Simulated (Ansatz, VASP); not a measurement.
Two plane-wave programs on AlGa2N3

INCAR

```
SYSTEM = AlGa2N3
ALGO = Normal
EDIFF = 1E-6
ENCUT = 520
GGA = PE
ISIF = 2
ISMEAR = 0
ISPIN = 2
LASPH = .TRUE.
LCHARG = .FALSE.
LORBIT = 11
LREAL = .FALSE.
LWAVE = .FALSE.
MAGMOM = 0 0 0 1 1 1
NBANDS = 35
NELM = 150
PREC = Accurate
SIGMA = 0.1
```

KPOINTS

```
k-points
0
G
  6 6 2
  0 0 0
```

The input POSCAR:

```
AlGa2N3
1.0
    3.4026705300      0.0000000000      0.0000000000
   -1.7013352700      2.9467991200      0.0000000000
    0.0000000000      0.0000000000      8.3348065700
Al Ga N
1 2 3
Direct
    0.0000000000      0.0000000000      0.5000000000
    0.3333333300      0.6666666700      0.1666666700
    0.6666666700      0.3333333300      0.8333333300
    0.3333333300      0.6666666700      0.6666666700
    0.6666666700      0.3333333300      0.3333333300
    0.0000000000      0.0000000000      0.0000000000
```

Input for Ansatz:

```yaml
crystal:
  lattice:
    - [3.40267053, 0.0, 0.0]
    - [-1.70133527, 2.94679912, 0.0]
    - [0.0, 0.0, 8.33480657]
  atoms:
    - { symbol: Al, position: [0.0, 0.0, 0.5] }
    - { symbol: Ga, position: [0.33333333, 0.66666667, 0.16666667] }
    - { symbol: Ga, position: [0.66666667, 0.33333333, 0.83333333] }
    - { symbol: "N", position: [0.33333333, 0.66666667, 0.66666667], spin: 1.0 }
    - { symbol: "N", position: [0.66666667, 0.33333333, 0.33333333], spin: 1.0 }
    - { symbol: "N", position: [0.0, 0.0, 0.0], spin: 1.0 }
basis:
  ecutwfc: 420
kpoints:
  mp_grid: { grid: [6, 6, 2] }
hamiltonian:
  xc: pbe
scf:
  occupations: { method: gaussian, width: 0.1 }
  lower_state_search: "off"
output:
  forces: true
  stress: true
  eigenvalues: true
  populations: true
magnetization:
  spin_polarized: true
```

Alike in both runs: task single point; functional PBE; k mesh 6 × 6 × 2; occupations gaussian, width 0.1 eV; collinear spin.

```csv
,VASP,Ansatz
version,VASP 6.6.1,Ansatz 0.2.0
potentials or method,"VASP PAW PBE potentials, release 64 (Al, Ga_d, N), cutoff 520 eV","scalar-relativistic, plane waves, PAW"
valence electrons in the cell,44,44
```

|  | VASP | Ansatz | Ansatz less VASP |
| --- | --- | --- | --- |
| gap on the k mesh at the Fermi level (eV) | none | none | - |
| rms of the force components (eV/Å) | 0.219 | 0.215 | -0.0042 |
| net moment per atom (μB) | 0.00 | 0.00 | 0.000 |

Atom by atom the forces differ by 0.004 eV/Å (rms over components). A gap of «none» marks a metal or a gap that the smearing closes. Ansatz's warnings: seeded moment not kept.

The k mesh is coarse, so the values compare programs but aren't converged.
